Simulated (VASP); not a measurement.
Input of a VASP 6.6.1 run:

POSCAR

```
Ca
1.0
    3.9456604875      0.0000000000      0.0000000000
   -1.9728302437      3.4170422169      0.0000000000
    0.0000000000      0.0000000000      6.4637453212
Ca
2
Direct
    0.3333333333      0.6666666667      0.2500000000
    0.6666666667      0.3333333333      0.7500000000
```

File INCAR.step1:

```
SYSTEM = Ca
PREC = Accurate
ENCUT = 520
ISMEAR = 1
SIGMA = 0.1
LREAL = .FALSE.
LASPH = .TRUE.
NELM = 60
NBANDS = 17
GGA = PE
ALGO = Normal
EDIFF = 1E-4
LWAVE = .TRUE.
LCHARG = .FALSE.
```

The input INCAR.step2:

```
SYSTEM = Ca
PREC = Accurate
ENCUT = 520
EDIFF = 1E-6
ISMEAR = 1
SIGMA = 0.1
LREAL = .FALSE.
LASPH = .TRUE.
NELM = 60
ALGO = Normal
ISIF = 2
LWAVE = .FALSE.
LCHARG = .FALSE.
METAGGA = R2SCAN
LMIXTAU = .TRUE.
NBANDS = 17
ISTART = 1
```

Contents of KPOINTS:

```
regular mesh
0
G
  7 7 4
  0 0 0
```

Potentials or basis: VASP PAW PBE potentials, release 64 (Ca_sv).

Launch:

```bash
$ cat potpaw_PBE.64/Ca_sv/POTCAR > POTCAR
$ cp INCAR.step1 INCAR
$ mpirun -np 1 vasp_std > vasp.out
$ cp INCAR.step2 INCAR
$ mpirun -np 1 vasp_std > vasp.out
```

(1) What does it give for the band gap on the k mesh?

(2) What does it give for the pressure?

Answers

(1) zero (band 10 reaches 2.11 eV, above the bottom of band 11 at 1.55 eV).

(2) 0.1 GPa.

Caveat: the PAW data sets were made with another functional, which shifts forces and pressure a little.
